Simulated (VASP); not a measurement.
# Mg3Re2 (Pm-3m) in VASP: a series of runs, part 2 of 2

VASP 6.6.1. Earlier steps stand in the parts before.

## 3. Relaxation of cell and atoms, PBE

This run uses another cell than the first one, of 16.76 Å³/atom, 0.736 times its volume.

Input file INCAR:

```
SYSTEM = Mg3Re2
ALGO = Normal
EDIFF = 1E-6
EDIFFG = -0.04
ENCUT = 600
GGA = PE
IBRION = 2
ISIF = 3
ISMEAR = 0
LASPH = .TRUE.
LCHARG = .FALSE.
LREAL = .FALSE.
LWAVE = .FALSE.
NELM = 100
NSW = 90
PREC = Accurate
SIGMA = 0.1
```

Input file KPOINTS:

```
k-points
0
G
  4 4 4
  0 0 0
```

Input file POSCAR:

```
Mg3Re2
1.0
    4.3757403100      0.0000000000      0.0000000000
    0.0000000000      4.3757403100      0.0000000000
    0.0000000000      0.0000000000      4.3757403100
Mg Re
3 2
Direct
    0.5000000000      0.0000000000      0.0000000000
    0.0000000000      0.5000000000      0.0000000000
    0.0000000000      0.0000000000      0.5000000000
    0.5000000000      0.5000000000      0.5000000000
    0.0000000000      0.0000000000      0.0000000000
```

Potentials or basis: VASP PAW PBE potentials, release 64 (Mg, Re).

Command:

```bash
$ cat potpaw_PBE.64/Mg/POTCAR potpaw_PBE.64/Re/POTCAR > POTCAR
$ mpirun -np 1 vasp_std > vasp.out
```

OUTCAR:

```text
SYSTEM = Mg3Re2
   EDIFF = 1E-6
   EDIFFG = -0.04
   ENCUT = 600
   GGA = PE
   IBRION = 2
   ISIF = 3
   ISMEAR = 0
   LASPH = .TRUE.
   LREAL = .FALSE.
   NELM = 100
   NSW = 90
   PREC = Accurate

 ion  position               nearest neighbor table
   1  0.500  0.000  0.000-   5 2.19   5 2.19   4 3.09   2 3.09   3 3.09   4 3.09   2 3.09   4 3.09
                             4 3.09   2 3.09   3 3.09   3 3.09   3 3.09   2 3.09
   2  0.000  0.500  0.000-   5 2.19   5 2.19   4 3.09   1 3.09   3 3.09   4 3.09   1 3.09   3 3.09
                             3 3.09   3 3.09   1 3.09   4 3.09   4 3.09   1 3.09
   3  0.000  0.000  0.500-   5 2.19   5 2.19   4 3.09   1 3.09   1 3.09   2 3.09   2 3.09   2 3.09
                             4 3.09   2 3.09   1 3.09   4 3.09   1 3.09   4 3.09
   4  0.500  0.500  0.500-   1 3.09   2 3.09   3 3.09   1 3.09   2 3.09   1 3.09   3 3.09   1 3.09
                             2 3.09   3 3.09   2 3.09   3 3.09
   5  0.000  0.000  0.000-   1 2.19   2 2.19   3 2.19   3 2.19   2 2.19   1 2.19

  LATTYP: Found a simple cubic cell.
[... 198 lines left out ...]
     13       4.9436      0.00000
     14       4.9569      0.00000
[... 228 lines left out ...]
--------------------------------------- Ionic step        3  -------------------------------------------

 number of electron      19.9999995 magnetization

 Free energy of the ion-electron system (eV)
  ---------------------------------------------------
  ext. energy  EPLUGINS =         0.00000000
  ---------------------------------------------------
  free energy    TOTEN  =       -18.84129896 eV

  energy without entropy =      -18.78809527  energy(sigma->0) =      -18.81469711

 E-fermi :   2.1083     XC(G=0):  -9.5099

 val. band max:        2.0910712010   @ k =   0.5000   0.2500   0.2500
 cond. band min:       2.1337323570   @ k =   0.5000   0.2500   0.0000
 fundamental gap:      0.0426611561
 Fermi energy:         2.1083022754

 k-point     1 :       0.0000    0.0000    0.0000
  band No.  band energies     occupation
      1      -4.0299      2.00000
      2       0.0077      2.00000
      3       0.0077      2.00000
      4       1.2349      2.00000
      5       1.2349      2.00000
      6       1.2349      2.00000
      7       1.8814      1.99866
      8       1.8814      1.99866
      9       2.3781      0.00014
     10       2.4407      0.00000
     11       2.4407      0.00000
     12       2.4407      0.00000
     13       2.8028      0.00000
     14       2.8028      0.00000
[... 183 lines left out ...]
  FREE ENERGIE OF THE ION-ELECTRON SYSTEM (eV)
  ---------------------------------------------------
  free  energy   TOTEN  =       -18.8412989552 eV

  energy  without entropy=      -18.7880952675  energy(sigma->0) =      -18.81469711

 reached required accuracy - stopping structural energy minimisation
```

OSZICAR:

```text
N       E                     dE             d eps       ncg     rms          rms(c)
DAV:   1     0.637399627227E+02    0.63740E+02   -0.92182E+03   536   0.153E+03
DAV:   2    -0.175263590026E+02   -0.81266E+02   -0.77244E+02   488   0.268E+02
DAV:   3    -0.227871481358E+02   -0.52608E+01   -0.51632E+01   538   0.989E+01
[... 53 lines left out ...]
DAV:   9    -0.188421115870E+02   -0.67953E-03   -0.53734E-03   512   0.118E+00    0.312E-01
DAV:  10    -0.188412901795E+02    0.82141E-03   -0.29928E-03   538   0.894E-01    0.353E-02
DAV:  11    -0.188412990252E+02   -0.88457E-05   -0.18777E-04   508   0.154E-01    0.559E-02
DAV:  12    -0.188412998593E+02   -0.83410E-06   -0.14830E-05   292   0.610E-02    0.211E-02
DAV:  13    -0.188412989552E+02    0.90406E-06   -0.99225E-06   228   0.568E-02
   3 F= -.18841299E+02 E0= -.18814697E+02  d E =-.226719E+01
```

Run time: 64 s. Hardware: 1 thread of Intel Xeon Platinum 8488C (Sapphire Rapids), shared host; peak memory 0.21 GiB.

Results:

- Free energy: -18.8413 eV
- Relaxed volume: 22.65 Å³/atom
- Relaxed cell: a = 4.838 Å, b = 4.838 Å, c = 4.838 Å, α = 90.00°, β = 90.00°, γ = 90.00°
- Space group after relaxing (to 0.05 Å): Pm-3m (No. 221)
- Energy gained by relaxing: 453.4 meV/atom
- Ionic steps: 3
- Pressure after relaxing: 0.3 GPa
- Band gap on the k mesh: zero (band 10 reaches 2.44 eV, above the bottom of band 11 at 1.88 eV)

Step by step:
```
step  energy change (eV)  largest force (eV/Å)  pressure (GPa)  volume (Å³)
   1              0.0000                0.0000           31.20        83.78
   2             -1.9525                0.0000           -5.57       129.90
   3             -2.2672                0.0000            0.28       113.23
```

Final structure:
```
CELL_PARAMETERS angstrom
4.83792 0.00000 0.00000
0.00000 4.83792 0.00000
0.00000 0.00000 4.83792
ATOMIC_POSITIONS crystal
Mg 0.50000 0.00000 0.00000
Mg 0.00000 0.50000 0.00000
Mg 0.00000 0.00000 0.50000
Re 0.50000 0.50000 0.50000
Re 0.00000 0.00000 0.00000
```

Levels at points of the mesh, in eV from the Fermi level:
```csv
k point,band 7,band 8,band 9,band 10,band 11,band 12,band 13,band 14
"(0.00, 0.00, 0.00)",-0.23,-0.23,0.27,0.33,0.33,0.33,0.69,0.69
"(0.50, 0.00, 0.00)",-0.80,-0.80,-0.71,-0.38,-0.23,-0.04,3.05,3.22
"(0.50, 0.50, 0.00)",-0.91,-0.49,-0.18,0.07,0.28,0.52,0.52,0.88
"(0.50, 0.50, 0.50)",-1.83,-0.96,-0.46,-0.46,0.08,0.08,1.87,1.87
```

Caveat: the volume moved by over 15 % at a fixed basis, so the end points are rough; spin-orbit coupling is left out, which moves the levels of the heavy elements.

## 4. Single point, PBE

This run uses another cell than the first one, of 16.76 Å³/atom, 0.736 times its volume.

Input file INCAR:

```
PREC = Accurate ; ENCUT = 520
EDIFF = 1E-7 ; ISMEAR = 0
SIGMA = 0.1 ; LREAL = False
LASPH = True ; NELM = 100
ALGO = Normal ; ISIF = 2
LWAVE = False ; LCHARG = False
GGA = PE ; NBANDS = 18
```

Input file KPOINTS:

```
regular mesh
0
Gamma
  4 4 4
```

POSCAR is that of step 3.

Potentials or basis: VASP PAW PBE potentials, release 64 (Mg, Re).

Command:

```bash
$ cat potpaw_PBE.64/Mg/POTCAR potpaw_PBE.64/Re/POTCAR > POTCAR
$ mpirun -np 1 vasp_std > vasp.out
```

OUTCAR:

```text
PREC = Accurate
   ENCUT = 520
   EDIFF = 1E-7
   ISMEAR = 0
   LREAL = False
   LASPH = True
   NELM = 100
   ISIF = 2
   GGA = PE

 ion  position               nearest neighbor table
   1  0.500  0.000  0.000-   5 2.19   5 2.19   4 3.09   2 3.09   3 3.09   4 3.09   2 3.09   4 3.09
                             4 3.09   2 3.09   3 3.09   3 3.09   3 3.09   2 3.09
   2  0.000  0.500  0.000-   5 2.19   5 2.19   4 3.09   1 3.09   3 3.09   4 3.09   1 3.09   3 3.09
                             3 3.09   3 3.09   1 3.09   4 3.09   4 3.09   1 3.09
   3  0.000  0.000  0.500-   5 2.19   5 2.19   4 3.09   1 3.09   1 3.09   2 3.09   2 3.09   2 3.09
                             4 3.09   2 3.09   1 3.09   4 3.09   1 3.09   4 3.09
[... 402 lines left out ...]
  Total       16.3010098     16.3010098     16.3010098     -0.0000000     -0.0000000      0.0000000
  in kB      311.7241660    311.7241660    311.7241660     -0.0000000     -0.0000000      0.0000000
  external PRESSURE =     311.7241660 kB  Pullay stress =       0.0000000 kB

 VOLUME and BASIS-vectors are now :
 -----------------------------------------------------------------------------
  energy-cutoff  :      520.00
  volume of cell :       83.78
      direct lattice vectors                 reciprocal lattice vectors
     4.375740310  0.000000000  0.000000000     0.228532758  0.000000000  0.000000000
     0.000000000  4.375740310  0.000000000     0.000000000  0.228532758  0.000000000
     0.000000000  0.000000000  4.375740310     0.000000000  0.000000000  0.228532758

 POSITION                                       TOTAL-FORCE (eV/Angst)
 -----------------------------------------------------------------------------------
      2.18787      0.00000      0.00000         0.000000      0.000000      0.000000
      0.00000      2.18787      0.00000         0.000000      0.000000      0.000000
      0.00000      0.00000      2.18787         0.000000      0.000000      0.000000
      2.18787      2.18787      2.18787         0.000000      0.000000      0.000000
      0.00000      0.00000      0.00000         0.000000      0.000000      0.000000
 -----------------------------------------------------------------------------------
    total drift:                                0.000000      0.000000      0.000000

  FREE ENERGIE OF THE ION-ELECTRON SYSTEM (eV)
  ---------------------------------------------------
  free  energy   TOTEN  =       -16.5731925582 eV

  energy  without entropy=      -16.5353758034  energy(sigma->0) =      -16.55428418
```

It took 23 s on 1 thread of Intel Xeon Platinum 8488C (Sapphire Rapids), shared host; peak memory 0.2 GiB.

Results:

```yaml
Free_energy: -16.5732 eV
Pressure: 31.2 GPa
Band_gap_on_the_k_mesh: zero (band 10 reaches 4.53 eV, above the bottom of band 11 at 3.66 eV)
```

Levels at points of the mesh, in eV from the Fermi level:
| k point | band 8 | band 9 | band 10 | band 11 | band 12 | band 13 |
| --- | --- | --- | --- | --- | --- | --- |
| (0.00, 0.00, 0.00) | -0.28 | 0.44 | 0.44 | 0.44 | 0.86 | 0.86 |
| (0.50, 0.00, 0.00) | -1.25 | -0.85 | -0.58 | -0.43 | -0.04 | 3.92 |
| (0.50, 0.50, 0.00) | -0.32 | -0.30 | 0.10 | 0.76 | 0.76 | 0.80 |
| (0.50, 0.50, 0.50) | -0.97 | -0.27 | -0.27 | 0.12 | 0.12 | 3.26 |

Caveat: spin-orbit coupling is left out, which moves the levels of the heavy elements.

## 5. The runs side by side

| task | cell | cutoff (eV) | gap on the mesh (eV) | pressure (GPa) |
| --- | --- | --- | --- | --- |
| single point | a = 4.846 Å, 5 atoms | 520 | none | 0.0 |
| relaxation of cell and atoms | relaxed from a = 4.376 Å, 5 atoms | 600 | none | 0.3 |
| single point | a = 4.376 Å, 5 atoms | 520 | none | 31.2 |

Alike in all rows: level PBE; potentials or basis VASP PAW PBE potentials, release 64 (Mg, Re); no spin polarisation; k mesh 4 × 4 × 4; smearing gaussian 0.1 eV.

Caveats: spin-orbit coupling is left out, which moves the levels of the heavy elements; the volume moved by over 15 % at a fixed basis, so the end points are rough (some runs).

Total energies depend on the potentials used, so only differences within one code and one set of settings carry meaning.
